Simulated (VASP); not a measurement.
# Sb (R-3m) in VASP: further runs

The runs below take Sb through single point, with PBEsol.

All numbers are computed with VASP 6.6.1; they aren't measurements. Logs are shortened: lines on timing, memory, paths and dates and some standing lists are left out, and cuts for length are marked.

### Step 1. The cell of the first run

Symmetry: R-3m, No. 166, trigonal system. The conventional cell has a = 4.301 Å, b = 4.301 Å, c = 11.400 Å, α = 90.00°, β = 90.00°, γ = 120.00°. Within 3.8 Å of Sb (site symmetry 3m) lie 6 Sb at 2.92 to 3.37 Å.

### Step 2. Single point, PBEsol (strain +0.000 along x and y, +0.015 along z)

File INCAR:

```
  PREC = Accurate
  ENCUT = 500
  EDIFF = 1E-6
  ISMEAR = 0
  SIGMA = 0.15
  LREAL = F
  LASPH = T
  NELM = 120
  ALGO = Normal
  ISIF = 2
  LWAVE = F
  LCHARG = F
  GGA = PS
  NBANDS = 22
  GGA_COMPAT = F
```

File KPOINTS:

```
Automatic mesh
0
Gamma
  12 12 12
```

File POSCAR:

```
Sb
1.0
    2.1506003320      1.2416496806      3.8001600000
   -2.1506003320      1.2416496806      3.8001600000
    0.0000000000     -2.4832993611      3.8001600000
Sb
2
Direct
    0.2336400000      0.2336400000      0.2336400000
    0.7663600000      0.7663600000      0.7663600000
```

Potentials or basis: VASP PAW PBE potentials, release 64 (Sb_d_GW).

Run with:

```bash
cat potpaw_PBE.64/Sb_d_GW/POTCAR > POTCAR
mpirun -np 1 vasp_std > vasp.out
```

OUTCAR:

```text
PREC = Accurate
   ENCUT = 500
   EDIFF = 1E-6
   ISMEAR = 0
   LREAL = F
   LASPH = T
   NELM = 120
   ISIF = 2
   GGA = PS

 ion  position               nearest neighbor table
   1  0.234  0.234  0.234-   2 2.92   2 2.92   2 2.92   2 3.37   2 3.37   2 3.37
   2  0.766  0.766  0.766-   1 2.92   1 2.92   1 2.92   1 3.37   1 3.37   1 3.37

  LATTYP: Found a trigonal (rhomboedric) cell.
 ALAT       =     4.5396025975
 COS(alpha) =     0.5511370690

  Lattice vectors:

 A1 = (   2.1506003320,   1.2416496806,   3.8001600000)
 A2 = (  -2.1506003320,   1.2416496806,   3.8001600000)
 A3 = (   0.0000000000,  -2.4832993611,   3.8001600000)

Analysis of symmetry for initial positions (statically):
=====================================================================
 Subroutine PRICEL returns:
 Original cell was already a primitive cell.

 Routine SETGRP: Setting up the symmetry group for a
 trigonal (rhombohedral) supercell.

 Subroutine GETGRP returns: Found 12 space group operations
 (whereof 12 operations were pure point group operations)
 out of a pool of 12 trial point group operations.

The static configuration has the point symmetry D_3d.

Analysis of symmetry for dynamics (positions and initial velocities):
=====================================================================
 Subroutine PRICEL returns:
 Original cell was already a primitive cell.

 Routine SETGRP: Setting up the symmetry group for a
 trigonal (rhombohedral) supercell.

 Subroutine GETGRP returns: Found 12 space group operations
 (whereof 12 operations were pure point group operations)
 out of a pool of 12 trial point group operations.

The dynamic configuration has the point symmetry D_3d.

 Subroutine INISYM returns: Found 12 space group operations
 (whereof 12 operations are pure point group operations),
 and found     1 'primitive' translations

----------------------------------------------------------------------------------------

                                     Primitive cell

  volume of cell :      60.8852

  direct lattice vectors                    reciprocal lattice vectors
     2.150600332  1.241649681  3.800160000     0.232493222  0.134230024  0.087715605
    -2.150600332  1.241649681  3.800160000    -0.232493222  0.134230024  0.087715605
     0.000000000 -2.483299361  3.800160000     0.000000000 -0.268460048  0.087715605

  length of vectors
     4.539602597  4.539602597  4.539602597     0.282426672  0.282426672  0.282426672

  position of ions in fractional coordinates (direct lattice)
     0.233640000  0.233640000  0.233640000
     0.766360000  0.766360000  0.766360000

  ion indices of the primitive-cell ions
   primitive index   ion index
                 1           1
                 2           2

----------------------------------------------------------------------------------------

 KPOINTS: Automatic mesh

Automatic generation of k-mesh.
 Grid dimensions read from file:
 generate k-points for:   12   12   12

 Generating k-lattice:

  Cartesian coordinates                     Fractional coordinates (reciprocal lattice)
     0.019374435  0.011185835  0.007309634     0.083333333  0.000000000 -0.000000000
    -0.019374435  0.011185835  0.007309634     0.000000000  0.083333333 -0.000000000
     0.000000000 -0.022371671  0.007309634    -0.000000000 -0.000000000  0.083333333

  Length of vectors
     0.023535556  0.023535556  0.023535556

  Shift w.r.t. Gamma in fractional coordinates (k-lattice)
     0.000000000  0.000000000  0.000000000

 Subroutine IBZKPT returns following result:
 ===========================================

 Found    189 irreducible k-points:

 Following reciprocal coordinates:
            Coordinates               Weight
  0.000000  0.000000  0.000000      1.000000
  0.083333 -0.000000  0.000000      6.000000
  0.166667 -0.000000  0.000000      6.000000
  0.250000  0.000000  0.000000      6.000000
  0.333333 -0.000000  0.000000      6.000000
  0.416667 -0.000000  0.000000      6.000000
[... 16 lines left out ...]
  0.500000  0.166667 -0.000000     12.000000
 -0.416667  0.166667  0.000000     12.000000
 [... further k-points ...]
   k-points           NKPTS =    189   k-points in BZ     NKDIM =    189   number of bands    NBANDS=     22
   number of dos      NEDOS =    301   number of ions     NIONS =      2
   total plane-waves  NPLWV =  46656
   dimension x,y,z NGX =    36 NGY =   36 NGZ =   36
   dimension x,y,z NGXF=    72 NGYF=   72 NGZF=   72
   ions per type =               2
   NGX,Y,Z   is equivalent  to a cutoff of  13.18, 13.18, 13.18 a.u.
   NGXF,Y,Z  is equivalent  to a cutoff of  26.37, 26.37, 26.37 a.u.
 SYSTEM =  unknown system
   PREC   = accura    normal or accurate (medium, high low for compatibility)
   ISTART =      0    job   : 0-new  1-cont  2-samecut
   ICHARG =      2    charge: 1-file 2-atom 10-const
   ISPIN  =      1    spin polarized calculation?
   LNONCOLLINEAR =      F non collinear calculations
   LSORBIT =      F    spin-orbit coupling
   LASPH  =      T    aspherical Exc in radial PAW
   ENCUT  =  500.0 eV  36.75 Ry    6.06 a.u.   8.28  8.28  8.28*2*pi/ulx,y,z
   NELM   =    120;   NELMIN=  2; NELMDL= -5     # of ELM steps
   EDIFF  = 0.1E-05   stopping-criterion for ELM
   LREAL  =      F    real-space projection
[... 7 lines left out ...]
   TEBEG  =    0.0;   TEEND  =   0.0 temperature during run
   PSTRESS=    0.0 pullay stress
   NELECT =      30.0000    total number of electrons
   NUPDOWN=      -1.0000    fix difference up-down
   EMIN   =  10.00;   EMAX   =-10.00  energy-range for DOS
   EFERMI =   0.00;   METHOD = LEGACY
   ISMEAR =     0;   SIGMA  =   0.15  broadening in eV -4-tet -1-fermi 0-gaus
   EFERMI_NEDOS =   21; number of points for ismear=-14 and -15
   IALGO  =     38    algorithm
   IMIX   =      4    mixing-type and parameters
     AMIX     =   0.40;   BMIX     =  1.00
     AMIX_MAG =   1.60;   BMIX_MAG =  1.00
  volume/ion in A,a.u.               =      30.44       205.44
  Fermi-wavevector in a.u.,A,eV,Ry     =   1.293038  2.443487 22.748222  1.671947
  Thomas-Fermi vector in A             =   2.424708
   LORBIT       =      0    0 simple, 1 ext, 2 COOP (PROOUT), +10 PAW based schemes
   GGA     = PS    functional components
   LHFCALC =     F    Hartree Fock is set to
   AEXX    =    0.0000 exact exchange contribution
   IVDW    =     0    specifies the selected vdW correction
   LEPSILON=     F    determine dielectric tensor
   LRPA    =     F    only Hartree local field effects (RPA)
 non-spin polarized calculation
 Gauss-broadening in eV      SIGMA  =   0.15
  energy-cutoff  :      500.00
  volume of cell :       60.89
 maximum number of plane-waves:      1559
 NGX is ok and might be reduce to    36
   NGX = 17   NGY = 17   NGZ = 17

 number of electron      30.0000005 magnetization

 Free energy of the ion-electron system (eV)
  ---------------------------------------------------
  ext. energy  EPLUGINS =         0.00000000
  ---------------------------------------------------
  free energy    TOTEN  =        -9.15719384 eV

  energy without entropy =       -9.15508150  energy(sigma->0) =       -9.15613767

 E-fermi :   5.1130     XC(G=0): -10.0235

 val. band max:        5.0720155138   @ k =   0.4167   0.3333   0.3333
 cond. band min:       5.1362865112   @ k =   0.4167   0.0833   0.0833
 fundamental gap:      0.0642709975
 Fermi energy:         5.1130495137

 k-point     1 :       0.0000    0.0000    0.0000
  band No.  band energies     occupation
      1     -24.2185      2.00000
      2     -24.2185      2.00000
      3     -24.1307      2.00000
      4     -24.1307      2.00000
      5     -24.1090      2.00000
      6     -24.0199      2.00000
[... 14 lines left out ...]
     21      10.3473      0.00000
     22      11.6490      0.00000

 k-point     2 :       0.0833   -0.0000    0.0000
  band No.  band energies     occupation
      1     -24.2157      2.00000
      2     -24.2145      2.00000
      3     -24.1294      2.00000
      4     -24.1284      2.00000
      5     -24.1074      2.00000
      6     -24.0216      2.00000
[... 14 lines left out ...]
     21      10.3312      0.00000
     22      12.2901      0.00000

 k-point     3 :       0.1667   -0.0000    0.0000
  band No.  band energies     occupation
      1     -24.2079      2.00000
      2     -24.2029      2.00000
      3     -24.1258      2.00000
      4     -24.1219      2.00000
      5     -24.1023      2.00000
      6     -24.0268      2.00000
[... 14 lines left out ...]
     21      10.6327      0.00000
     22      13.5863      0.00000

 k-point     4 :       0.2500    0.0000    0.0000
  band No.  band energies     occupation
      1     -24.1963      2.00000
      2     -24.1845      2.00000
      3     -24.1209      2.00000
      4     -24.1118      2.00000
      5     -24.0941      2.00000
      6     -24.0351      2.00000
[... 14 lines left out ...]
     21      11.3094      0.00000
     22      15.1843      0.00000

 k-point     5 :       0.3333   -0.0000    0.0000
  band No.  band energies     occupation
      1     -24.1833      2.00000
      2     -24.1612      2.00000
      3     -24.1159      2.00000
      4     -24.0992      2.00000
      5     -24.0833      2.00000
      6     -24.0485      2.00000
[... 417 lines left out ...]
 k-point    22 :       0.4167    0.1667   -0.0000
  band No.  band energies     occupation
      1     -24.1914      2.00000
      2     -24.1403      2.00000
      3     -24.1113      2.00000
      4     -24.1030      2.00000
      5     -24.0741      2.00000
      6     -24.0610      2.00000
[... 14 lines left out ...]
     21      14.0785      0.00000
     22      14.3283      0.00000

 k-point    23 :       0.5000    0.1667   -0.0000
  band No.  band energies     occupation
      1     -24.1820      2.00000
      2     -24.1235      2.00000
      3     -24.1048      2.00000
      4     -24.0964      2.00000
      5     -24.0740      2.00000
      6     -24.0632      2.00000
[... 14 lines left out ...]
     21      13.9273      0.00000
     22      14.3599      0.00000

 k-point    24 :      -0.4167    0.1667    0.0000
  band No.  band energies     occupation
      1     -24.1807      2.00000
      2     -24.1082      2.00000
      3     -24.1052      2.00000
      4     -24.0925      2.00000
      5     -24.0784      2.00000
      6     -24.0731      2.00000
[... 14 lines left out ...]
     21      12.9626      0.00000
     22      15.0648      0.00000

 [... further k-points ...]
[... 5 lines left out ...]
  --------------------------------------------------------------------------------------
  -------------------------------------------------------------------------------------
  Total       -0.0569228     -0.0569228     -0.3944044      0.0000000     -0.0000000      0.0000000
  in kB       -1.4979073     -1.4979073    -10.3786386      0.0000000     -0.0000000      0.0000000
  external PRESSURE =      -4.4581510 kB  Pullay stress =       0.0000000 kB

 VOLUME and BASIS-vectors are now :
 -----------------------------------------------------------------------------
  energy-cutoff  :      500.00
  volume of cell :       60.89
      direct lattice vectors                 reciprocal lattice vectors
     2.150600332  1.241649681  3.800160000     0.232493222  0.134230024  0.087715605
    -2.150600332  1.241649681  3.800160000    -0.232493222  0.134230024  0.087715605
     0.000000000 -2.483299361  3.800160000     0.000000000 -0.268460048  0.087715605

 POSITION                                       TOTAL-FORCE (eV/Angst)
 -----------------------------------------------------------------------------------
      0.00000      0.00000      2.66361         0.000000      0.000000      0.064517
      0.00000      0.00000      8.73687         0.000000     -0.000000     -0.064517
 -----------------------------------------------------------------------------------
    total drift:                               -0.000000      0.000000      0.000000

  FREE ENERGIE OF THE ION-ELECTRON SYSTEM (eV)
  ---------------------------------------------------
  free  energy   TOTEN  =        -9.1571938432 eV

  energy  without entropy=       -9.1550815017  energy(sigma->0) =       -9.15613767
```

Wall time 4.1 min (1 thread of Intel Xeon Platinum 8375C at 2.90GHz (Ice Lake), shared host); peak memory 0.38 GiB.

What came out:

| Item | Value |
| --- | --- |
| Free energy | -9.1572 eV |
| Pressure | -0.4 GPa |
| Largest force | 0.065 eV/Å |
| Band gap on the k mesh | zero (bands 15 and 16 overlap by 0.28 eV) |

Forces in eV/Å, atoms in the order of the input:
```
Sb   0.000  0.000  0.065
Sb   0.000  0.000 -0.065
```

Stress tensor (GPa, compression positive):
```
-0.15  0.00  0.00
 0.00 -0.15  0.00
 0.00  0.00 -1.04
```

Caveat: the cell differs from its parent crystal (strain +0.000 along x and y, +0.015 along z); the PAW data sets were made with another functional, which shifts forces and pressure a little; spin-orbit coupling is left out, which moves the levels of the heavy elements.

### Step 3. Single point, PBEsol (strain -0.015 along x and y, +0.030 along z)

File INCAR:

```
ALGO     = Normal         # electronic algorithm
EDIFF    = 1E-6           # SCF threshold, eV
ENCUT    = 500            # plane-wave cutoff, eV
GGA      = PS             # functional
GGA_COMPAT= F            
ISIF     = 2              # what is computed and relaxed
ISMEAR   = 0              # smearing method
LASPH    = T              # aspherical terms in the spheres
LCHARG   = T              # write CHGCAR
LELF     = T              # ELF
LREAL    = F              # projectors in reciprocal space
LVHAR    = T            
LWAVE    = F              # write WAVECAR
NBANDS   = 22             # bands
NELM     = 120            # most SCF steps
PREC     = Accurate       # precision mode
SIGMA    = 0.15           # smearing width, eV
```

File KPOINTS:

```
k-points
0
Gamma
  12 12 12
```

File POSCAR:

```
Sb
1.0
    2.1183413270      1.2230249354      3.8563200000
   -2.1183413270      1.2230249354      3.8563200000
    0.0000000000     -2.4460498707      3.8563200000
Sb
2
Direct
    0.2336400000      0.2336400000      0.2336400000
    0.7663600000      0.7663600000      0.7663600000
```

Potentials or basis: VASP PAW PBE potentials, release 64 (Sb_d_GW).

Run with:

```bash
cat potpaw_PBE.64/Sb_d_GW/POTCAR > POTCAR
mpirun -np 1 vasp_std > vasp.out
```

It took 4.6 min on 1 thread of Intel Xeon Platinum 8175M at 2.50GHz (Skylake/Cascade Lake), shared host; peak memory 0.38 GiB.

The run converged. Its results:

| Property | Result |
| --- | --- |
| Free energy | -9.1454 eV |
| Pressure | 0.6 GPa |
| Largest force | 0.125 eV/Å |
| Band gap on the k mesh | zero (bands 15 and 16 overlap by 0.33 eV) |

Forces on the atoms (eV/Å):
```
Sb   0.000  0.000  0.125
Sb   0.000  0.000 -0.125
```

Stress tensor (GPa, compression positive):
```
 1.26  0.00  0.00
 0.00  1.26  0.00
 0.00  0.00 -0.65
```

Levels at points of the mesh, in eV from the Fermi level:
| k point | band 11 | band 12 | band 13 | band 14 | band 15 | band 16 | band 17 | band 18 | band 19 | band 20 |
| --- | --- | --- | --- | --- | --- | --- | --- | --- | --- | --- |
| (0.00, 0.00, 0.00) | -12.80 | -4.87 | -2.38 | -1.61 | -1.61 | 2.10 | 2.71 | 2.71 | 5.23 | 5.33 |
| (0.50, 0.00, 0.00) | -10.38 | -9.62 | -2.07 | -1.91 | -0.30 | -0.18 | -0.08 | 0.58 | 7.15 | 7.79 |
| (0.50, 0.50, 0.00) | -10.38 | -8.02 | -5.47 | -3.90 | -3.51 | 1.52 | 4.87 | 5.53 | 6.78 | 9.08 |
| (0.50, 0.50, 0.50) | -11.36 | -9.09 | -1.13 | -1.13 | -0.18 | 0.35 | 0.35 | 1.34 | 6.79 | 8.84 |

Caveat: the cell differs from its parent crystal (strain -0.015 along x and y, +0.030 along z); the PAW data sets were made with another functional, which shifts forces and pressure a little; spin-orbit coupling is left out, which moves the levels of the heavy elements.

The gap in the log of VASP goes by the Fermi energy; the results here count the filled bands.